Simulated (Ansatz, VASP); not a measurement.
# Fe in VASP and in Ansatz

```
Fe
1.0
     2.45850    0.00000    0.00000
    -1.22925    2.12912    0.00000
     0.00000    0.00000    3.84193
Fe
2
Direct
  0.33333 0.66667 0.25000
  0.66667 0.33333 0.75000
```

Change from the starting cell: equal xx and yy strain of +1 %, crystal datasets.

Alike in both runs: task electric field gradients; functional PBE; k mesh 17 × 17 × 10; occupations fermi-dirac, width 0.08 eV; no spin polarisation.

|  | VASP | Ansatz |
| --- | --- | --- |
| version | VASP 6.6.1 | Ansatz 0.2.0 |
| potentials or method | VASP PAW PBE potentials, release 64 (Fe), cutoff 520 eV | all-electron PAW with datasets made for the crystal, scalar-relativistic |

Ansatz gave:

```
pressure (GPa)                                                : 4.5
traceless stress, the component that is largest in VASP (GPa) : 3.77
size of Vzz on the site where it differs most (V/Å²)          : 5.6
```

**Question.** What did VASP give for the same quantities?

**Answer.** Pressure (GPa): 3.9; traceless stress, the component that is largest in VASP (GPa): 3.58; size of Vzz on the site where it differs most (V/Å²): 9.9.

Ansatz ran all-electron here, and VASP with PAW potentials. Ansatz's warnings: printed levels off.
